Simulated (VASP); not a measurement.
# ZrC (F-43m) in VASP: notebook

ZrC is run at these levels: PBE; tasks: single point.

All numbers are computed with VASP 6.6.1; they aren't measurements. Logs are shortened: lines on timing, memory, paths and dates and some standing lists are left out, and cuts for length are marked.

**1. The cell of the first run**

It takes space group F-43m (No. 216, cubic). Conventional cell: a = 5.125 Å, b = 5.125 Å, c = 5.125 Å, α = 90.00°, β = 90.00°, γ = 90.00°. Within 2.9 Å of Zr (site symmetry -43m) lie 4 C at 2.22 Å. C (site symmetry -43m) has 4 Zr at 2.22 Å within 2.9 Å.

**2. Single point, PBE**

The input, INCAR:

```
PREC = Accurate
ENCUT = 520
EDIFF = 1E-7
ISMEAR = -1
SIGMA = 0.05
LREAL = F
LASPH = T
NELM = 100
ALGO = Normal
ISIF = 2
LWAVE = F
LCHARG = F
GGA = PE
NBANDS = 15
```

The input, KPOINTS:

```
Automatic mesh
0
Gamma
  9 9 9
```

The input, POSCAR:

```
ZrC
1.0
    0.0000000000      2.5623782396      2.5623782396
    2.5623782396      0.0000000000      2.5623782396
    2.5623782396      2.5623782396      0.0000000000
Zr C
1 1
Direct
    0.5000000000      0.5000000000      0.5000000000
    0.7500000000      0.7500000000      0.7500000000
```

Potentials or basis: VASP PAW PBE potentials, release 64 (Zr_sv, C).

Launch:

```sh
cat potpaw_PBE.64/Zr_sv/POTCAR potpaw_PBE.64/C/POTCAR > POTCAR
mpirun -np 1 vasp_std > vasp.out
```

OUTCAR:

```text
PREC = Accurate
   ENCUT = 520
   EDIFF = 1E-7
   ISMEAR = -1
   LREAL = F
   LASPH = T
   NELM = 100
   ISIF = 2
   GGA = PE

 ion  position               nearest neighbor table
   1  0.500  0.500  0.500-   2 2.22   2 2.22   2 2.22   2 2.22
   2  0.750  0.750  0.750-   1 2.22   1 2.22   1 2.22   1 2.22

  LATTYP: Found a face centered cubic cell.
 ALAT       =     5.1247564792

  Lattice vectors:

 A1 = (   0.0000000000,   2.5623782396,   2.5623782396)
 A2 = (   2.5623782396,   0.0000000000,   2.5623782396)
 A3 = (   2.5623782396,   2.5623782396,   0.0000000000)

Analysis of symmetry for initial positions (statically):
=====================================================================
 Subroutine PRICEL returns:
 Original cell was already a primitive cell.

 Routine SETGRP: Setting up the symmetry group for a
 face centered cubic supercell.

 Subroutine GETGRP returns: Found 24 space group operations
 (whereof 24 operations were pure point group operations)
 out of a pool of 48 trial point group operations.

The static configuration has the point symmetry T_d .

Analysis of symmetry for dynamics (positions and initial velocities):
=====================================================================
 Subroutine PRICEL returns:
 Original cell was already a primitive cell.

 Routine SETGRP: Setting up the symmetry group for a
 face centered cubic supercell.

 Subroutine GETGRP returns: Found 24 space group operations
 (whereof 24 operations were pure point group operations)
 out of a pool of 48 trial point group operations.

The dynamic configuration has the point symmetry T_d .

 Subroutine INISYM returns: Found 24 space group operations
 (whereof 24 operations are pure point group operations),
 and found     1 'primitive' translations

----------------------------------------------------------------------------------------

                                     Primitive cell

  volume of cell :      33.6480

  direct lattice vectors                    reciprocal lattice vectors
     0.000000000  2.562378240  2.562378240    -0.195131223  0.195131223  0.195131223
     2.562378240  0.000000000  2.562378240     0.195131223 -0.195131223  0.195131223
     2.562378240  2.562378240  0.000000000     0.195131223  0.195131223 -0.195131223

  length of vectors
     3.623750058  3.623750058  3.623750058     0.337977193  0.337977193  0.337977193

  position of ions in fractional coordinates (direct lattice)
     0.500000000  0.500000000  0.500000000
     0.750000000  0.750000000  0.750000000

  ion indices of the primitive-cell ions
   primitive index   ion index
                 1           1
                 2           2

----------------------------------------------------------------------------------------

 KPOINTS: Automatic mesh

Automatic generation of k-mesh.
 Grid dimensions read from file:
 generate k-points for:    9    9    9

 Generating k-lattice:

  Cartesian coordinates                     Fractional coordinates (reciprocal lattice)
    -0.021681247  0.021681247  0.021681247     0.111111111  0.000000000  0.000000000
     0.021681247 -0.021681247  0.021681247     0.000000000  0.111111111  0.000000000
     0.021681247  0.021681247 -0.021681247     0.000000000  0.000000000  0.111111111

  Length of vectors
     0.037553021  0.037553021  0.037553021

  Shift w.r.t. Gamma in fractional coordinates (k-lattice)
     0.000000000  0.000000000  0.000000000

 Subroutine IBZKPT returns following result:
 ===========================================

 Found     35 irreducible k-points:

 Following reciprocal coordinates:
            Coordinates               Weight
  0.000000  0.000000  0.000000      1.000000
  0.111111  0.000000  0.000000      8.000000
  0.222222  0.000000  0.000000      8.000000
  0.333333  0.000000  0.000000      8.000000
  0.444444  0.000000  0.000000      8.000000
  0.111111  0.111111  0.000000      6.000000
[... 16 lines left out ...]
 -0.333333  0.333333  0.000000     12.000000
  0.444444  0.444444  0.000000      6.000000
 [... further k-points ...]
   k-points           NKPTS =     35   k-points in BZ     NKDIM =     35   number of bands    NBANDS=     15
   number of dos      NEDOS =    301   number of ions     NIONS =      2
   total plane-waves  NPLWV =  21952
   dimension x,y,z NGX =    28 NGY =   28 NGZ =   28
   dimension x,y,z NGXF=    56 NGYF=   56 NGZF=   56
   ions per type =               1   1
   NGX,Y,Z   is equivalent  to a cutoff of  12.85, 12.85, 12.85 a.u.
   NGXF,Y,Z  is equivalent  to a cutoff of  25.69, 25.69, 25.69 a.u.
 SYSTEM =  unknown system
   PREC   = accura    normal or accurate (medium, high low for compatibility)
   ISTART =      0    job   : 0-new  1-cont  2-samecut
   ICHARG =      2    charge: 1-file 2-atom 10-const
   ISPIN  =      1    spin polarized calculation?
   LNONCOLLINEAR =      F non collinear calculations
   LSORBIT =      F    spin-orbit coupling
   LASPH  =      T    aspherical Exc in radial PAW
   ENCUT  =  520.0 eV  38.22 Ry    6.18 a.u.   6.74  6.74  6.74*2*pi/ulx,y,z
   NELM   =    100;   NELMIN=  2; NELMDL= -5     # of ELM steps
   EDIFF  = 0.1E-06   stopping-criterion for ELM
   LREAL  =      F    real-space projection
   EDIFFG = 0.1E-05   stopping-criterion for IOM
   NSW    =      0    number of steps for IOM
   IBRION =     -1    ionic relax: 0-MD 1-quasi-New 2-CG
   NFREE  =      0    steps in history (QN), initial steepest desc. (CG)
   ISIF   =      2    stress and relaxation
   ISYM   =      2    0-nonsym 1-usesym 2-fastsym
   POTIM  = 0.5000    time-step for ionic-motion
   TEBEG  =    0.0;   TEEND  =   0.0 temperature during run
   PSTRESS=    0.0 pullay stress
   NELECT =      16.0000    total number of electrons
   NUPDOWN=      -1.0000    fix difference up-down
   EMIN   =  10.00;   EMAX   =-10.00  energy-range for DOS
   EFERMI =   0.00;   METHOD = LEGACY
   ISMEAR =    -1;   SIGMA  =   0.05  broadening in eV -4-tet -1-fermi 0-gaus
   EFERMI_NEDOS =   21; number of points for ismear=-14 and -15
   IALGO  =     38    algorithm
   IMIX   =      4    mixing-type and parameters
     AMIX     =   0.40;   BMIX     =  1.00
     AMIX_MAG =   1.60;   BMIX_MAG =  1.00
  volume/ion in A,a.u.               =      16.82       113.53
  Fermi-wavevector in a.u.,A,eV,Ry     =   1.277796  2.414685 22.215091  1.632763
  Thomas-Fermi vector in A             =   2.410375
   LORBIT       =      0    0 simple, 1 ext, 2 COOP (PROOUT), +10 PAW based schemes
   GGA     = PE    functional components
   LHFCALC =     F    Hartree Fock is set to
   AEXX    =    0.0000 exact exchange contribution
   IVDW    =     0    specifies the selected vdW correction
   LEPSILON=     F    determine dielectric tensor
   LRPA    =     F    only Hartree local field effects (RPA)
 non-spin polarized calculation
  energy-cutoff  :      520.00
  volume of cell :       33.65
 maximum number of plane-waves:       917
   NGX = 13   NGY = 13   NGZ = 13

 number of electron      16.0000001 magnetization

 Free energy of the ion-electron system (eV)
  ---------------------------------------------------
  ext. energy  EPLUGINS =         0.00000000
  ---------------------------------------------------
  free energy    TOTEN  =       -18.22456078 eV

  energy without entropy =      -18.22422648  energy(sigma->0) =      -18.22439363

 E-fermi :   6.6037     XC(G=0): -10.5836

 val. band max:        6.3012822998   @ k =  -0.3333   0.4444   0.2222
 cond. band min:       6.8585847729   @ k =  -0.3333   0.4444   0.1111
 fundamental gap:      0.5573024732
 Fermi energy:         6.6036924722

 k-point     1 :       0.0000    0.0000    0.0000
  band No.  band energies     occupation
      1     -41.6860      2.00000
      2     -19.5950      2.00000
      3     -19.5950      2.00000
      4     -19.5950      2.00000
      5      -3.4172      2.00000
      6       4.1490      2.00000
      7       4.1490      2.00000
      8       4.1490      2.00000
      9       9.3739      0.00000
     10       9.3739      0.00000
     11       9.6502      0.00000
     12      14.6273      0.00000
     13      14.6273      0.00000
     14      14.6273      0.00000
     15      20.3642      0.00000

 k-point     2 :       0.1111    0.0000    0.0000
  band No.  band energies     occupation
      1     -41.6819      2.00000
      2     -19.6428      2.00000
      3     -19.6016      2.00000
      4     -19.6016      2.00000
      5      -3.2594      2.00000
      6       3.9533      2.00000
      7       4.2444      2.00000
      8       4.2444      2.00000
      9       9.2502      0.00000
     10       9.2502      0.00000
     11      10.1737      0.00000
     12      14.3227      0.00000
     13      14.7918      0.00000
     14      14.7918      0.00000
     15      18.7671      0.00000

 k-point     3 :       0.2222    0.0000    0.0000
  band No.  band energies     occupation
      1     -41.6717      2.00000
      2     -19.7617      2.00000
      3     -19.6181      2.00000
      4     -19.6181      2.00000
      5      -2.8715      2.00000
      6       3.6810      2.00000
      7       4.4622      2.00000
      8       4.4622      2.00000
      9       9.1282      0.00000
     10       9.1282      0.00000
     11      11.0960      0.00000
     12      13.9320      0.00000
     13      14.7753      0.00000
     14      14.7753      0.00000
     15      16.5406      0.00000
[... 343 lines left out ...]
 k-point    23 :      -0.3333    0.3333    0.0000
  band No.  band energies     occupation
      1     -41.6427      2.00000
      2     -19.8969      2.00000
      3     -19.8282      2.00000
      4     -19.6898      2.00000
      5      -1.8716      2.00000
      6       3.8156      2.00000
      7       5.1359      2.00000
      8       5.5568      2.00000
      9       7.5110      0.00000
     10       9.3534      0.00000
     11      10.7971      0.00000
     12      12.7330      0.00000
     13      13.2751      0.00000
     14      16.8239      0.00000
     15      17.6795      0.00000

 k-point    24 :       0.4444    0.4444    0.0000
  band No.  band energies     occupation
      1     -41.6413      2.00000
      2     -19.9667      2.00000
      3     -19.7319      2.00000
      4     -19.7319      2.00000
      5      -1.8350      2.00000
      6       2.8178      2.00000
      7       6.2474      1.99839
      8       6.2474      1.99839
      9       6.9839      0.00100
     10      10.6741      0.00000
     11      11.0762      0.00000
     12      11.6116      0.00000
     13      11.6116      0.00000
     14      17.3320      0.00000
     15      19.4743      0.00000

 [... further k-points ...]
[... 5 lines left out ...]
  --------------------------------------------------------------------------------------
  -------------------------------------------------------------------------------------
  Total       -0.5653972     -0.5653972     -0.5653972      0.0000000     -0.0000000     -0.0000000
  in kB      -26.9218288    -26.9218288    -26.9218288      0.0000000     -0.0000000     -0.0000000
  external PRESSURE =     -26.9218288 kB  Pullay stress =       0.0000000 kB

 VOLUME and BASIS-vectors are now :
 -----------------------------------------------------------------------------
  energy-cutoff  :      520.00
  volume of cell :       33.65
      direct lattice vectors                 reciprocal lattice vectors
     0.000000000  2.562378240  2.562378240    -0.195131223  0.195131223  0.195131223
     2.562378240  0.000000000  2.562378240     0.195131223 -0.195131223  0.195131223
     2.562378240  2.562378240  0.000000000     0.195131223  0.195131223 -0.195131223

 POSITION                                       TOTAL-FORCE (eV/Angst)
 -----------------------------------------------------------------------------------
      2.56238      2.56238      2.56238         0.000000      0.000000      0.000000
      3.84357      3.84357      3.84357        -0.000000     -0.000000     -0.000000
 -----------------------------------------------------------------------------------
    total drift:                               -0.000000     -0.000000     -0.000000

  FREE ENERGIE OF THE ION-ELECTRON SYSTEM (eV)
  ---------------------------------------------------
  free  energy   TOTEN  =       -18.2245607817 eV

  energy  without entropy=      -18.2242264754  energy(sigma->0) =      -18.22439363
```

Wall time 26 s (1 thread of Intel Xeon Platinum 8259CL at 2.50GHz (Skylake/Cascade Lake), shared host); peak memory 0.16 GiB.

Results:

- Free energy: -18.2246 eV
- Pressure: -2.7 GPa
- Band gap on the k mesh: 0.56 eV, indirect (the least direct gap lies 4.4 meV higher)

Levels at points of the mesh, in eV from the valence-band top:
```csv
k point,band 4,band 5,band 6,band 7,band 8,band 9,band 10,band 11,band 12,band 13
"(0.00, 0.00, 0.00)",-25.90,-9.72,-2.15,-2.15,-2.15,3.07,3.07,3.35,8.33,8.33
```

**3. Single point, PBE**

This run uses another cell than the first one, of 17.15 Å³/atom, 1.020 times its volume.

The input, INCAR:

```
PREC     = Accurate       # precision mode
ENCUT    = 520            # plane-wave cutoff, eV
EDIFF    = 1E-6           # SCF threshold, eV
ISMEAR   = -1             # smearing method
SIGMA    = 0.05           # smearing width, eV
LREAL    = F              # projectors in reciprocal space
LASPH    = T              # aspherical terms in the spheres
NELM     = 80             # most SCF steps
ALGO     = Normal         # electronic algorithm
ISIF     = 2              # what is computed and relaxed
LWAVE    = F              # write WAVECAR
LCHARG   = T              # write CHGCAR
GGA      = PE             # functional
LELF     = T              # ELF
LVHAR    = T            
NBANDS   = 15             # bands
```

The input, KPOINTS:

```
regular mesh
0
Gamma
  9 9 9
```

The input, POSCAR:

```
ZrC
1.0
    0.0000000000      2.5790175256      2.5790175256
    2.5790175256      0.0000000000      2.5790175256
    2.5790175256      2.5790175256      0.0000000000
Zr C
1 1
Direct
    0.5000000000      0.5000000000      0.5000000000
    0.7500000000      0.7500000000      0.7500000000
```

Potentials or basis: VASP PAW PBE potentials, release 64 (Zr_sv, C).

Launch:

```sh
cat potpaw_PBE.64/Zr_sv/POTCAR potpaw_PBE.64/C/POTCAR > POTCAR
mpirun -np 1 vasp_std > vasp.out
```

Run time: 23 s. Hardware: 1 thread of Intel Xeon Platinum 8259CL at 2.50GHz (Skylake/Cascade Lake), shared host; peak memory 0.16 GiB.

Results (log left out):

- Free energy: -18.2084 eV
- Pressure: -5.2 GPa
- Band gap on the k mesh: 0.57 eV, indirect (least direct gap 0.57 eV)

Levels at points of the mesh, in eV from the valence-band top:
```csv
k point,band 4,band 5,band 6,band 7,band 8,band 9,band 10,band 11,band 12,band 13
"(0.00, 0.00, 0.00)",-25.96,-9.65,-2.09,-2.09,-2.09,3.03,3.03,3.29,8.21,8.21
```

A k mesh can miss the band edges.
